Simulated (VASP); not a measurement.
Runs of VASP 6.6.1 on BaTe. The structure is that of space group P6_3/mmc (No. 194), or close to it. The cells are those of the table. 

```tsv
cell	gap on the mesh (eV)	pressure (GPa)
a = 4.777, b = 4.777, c = 8.402 Å, angles 90.0, 90.0, 120.0°, 4 atoms	1.45	1.1
a = 4.809, b = 4.809, c = 8.459 Å, angles 90.0, 90.0, 120.0°, 4 atoms	1.49	0.4
a = 4.737, b = 4.737, c = 8.371 Å, angles 90.0, 90.0, 120.0°, 4 atoms	1.41	1.9
a = 4.878, b = 4.878, c = 8.550 Å, angles 90.0, 90.0, 120.0°, 4 atoms	1.57	(a)
a = 4.841, b = 4.841, c = 8.515 Å, angles 90.0, 90.0, 120.0°, 4 atoms	1.53	(b)
```

Alike in all rows: task single point; level PBEsol; potentials or basis VASP PAW PBE potentials, release 64 (Ba_sv, Te); no spin polarisation; k mesh 8 × 8 × 4; cutoff (eV) 520; smearing gaussian 0.05 eV.

Q: Estimate the missing entries.

A: (a) -0.8; (b) -0.2.

Caveats: the PAW data sets were made with another functional, which shifts forces and pressure a little; spin-orbit coupling is left out, which moves the levels of the heavy elements.

A k mesh can miss the band edges, and the runs leave out spin-orbit coupling on Ba, Te.
